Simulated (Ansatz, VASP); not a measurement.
## Two plane-wave programs on HfO2

Contents of POSCAR:

```
HfO2
1.0
    4.8382821842      0.0000000000      0.0000000000
    0.0000000000      4.8382821842      0.0000000000
    0.0000000000      0.0000000000      3.0912096094
Hf O
2 4
Direct
    0.0000000000      0.0000000000      0.0000000000
    0.5000000000      0.5000000000      0.5000000000
    0.3023910309      0.3023910309      0.0000000000
    0.1976089691      0.8023910309      0.5000000000
    0.8023910309      0.1976089691      0.5000000000
    0.6976089691      0.6976089691      0.0000000000
```

INCAR.step1

```
  PREC = Accurate
  ENCUT = 520
  ISMEAR = 0
  SIGMA = 0.01
  LREAL = False
  LASPH = True
  NELM = 60
  NBANDS = 31
  GGA = PE
  ALGO = Normal
  EDIFF = 1E-4
  LWAVE = True
  LCHARG = False
```

Contents of INCAR.step2:

```
  PREC = Accurate
  ENCUT = 520
  EDIFF = 1E-6
  ISMEAR = 0
  SIGMA = 0.01
  LREAL = False
  LASPH = True
  NELM = 60
  ALGO = Normal
  ISIF = 2
  LWAVE = False
  LCHARG = False
  METAGGA = R2SCAN
  LMIXTAU = True
  NBANDS = 31
  ISTART = 1
```

Contents of KPOINTS:

```
Automatic mesh
0
Gamma
  6 6 8
```

Input for Ansatz:

```yaml
crystal:
  lattice:
    - [4.8382821842, 0.0, 0.0]
    - [0.0, 4.8382821842, 0.0]
    - [0.0, 0.0, 3.0912096094]
  atoms:
    - { symbol: Hf, position: [0.0, 0.0, 0.0] }
    - { symbol: Hf, position: [0.5, 0.5, 0.5] }
    - { symbol: O, position: [0.3023910309, 0.3023910309, 0.0] }
    - { symbol: O, position: [0.1976089691, 0.8023910309, 0.5] }
    - { symbol: O, position: [0.8023910309, 0.1976089691, 0.5] }
    - { symbol: O, position: [0.6976089691, 0.6976089691, 0.0] }
kpoints:
  mp_grid: { grid: [6, 6, 8] }
  band_path:
    path:
      - [0.0, 0.0, 0.0]
      - [0.0, 0.5, 0.0]
      - [0.5, 0.5, 0.0]
      - [0.0, 0.0, 0.5]
      - [0.0, 0.5, 0.5]
      - [0.5, 0.5, 0.5]
    npoints: 1
hamiltonian:
  xc: r2scan
scf:
  occupations: { method: fixed }
  n_extra_bands: 5
output:
  forces: true
  stress: true
  eigenvalues: true
```

Change from the starting cell: uniaxial_z strain -4.0%.

Alike in both runs: task single point; functional r2SCAN; k mesh 6 × 6 × 8; no spin polarisation.

```csv
,VASP,Ansatz
version,VASP 6.6.1,Ansatz 0.2.0
potentials or method,"VASP PAW PBE potentials, release 64 (Hf_pv, O)","plane waves, PAW"
plane-wave cutoff (eV),520,500
occupations,"gaussian, width 0.01 eV",fixed
valence electrons in the cell,44,76
```

|  | VASP | Ansatz | Ansatz less VASP |
| --- | --- | --- | --- |
| gap on the k mesh at the Fermi level (eV) | 4.43 | 4.49 | +0.062 |
| pressure (GPa) | 8.4 | 11.8 | +3.33 |
| traceless stress, the component that is largest in VASP (GPa) | 9.44 | 9.88 | +0.437 |
| rms of the force components (eV/Å) | 0.033 | 0.000 | -0.0329 |

VASP's potentials were made for PBE, not for r2SCAN. Atom by atom the forces differ by 0.033 eV/Å (rms over components). VASP's potentials hold 44 valence electrons a cell and Ansatz's 76, so a difference there can come from the potentials and not from the codes.

Spin-orbit coupling is off throughout.
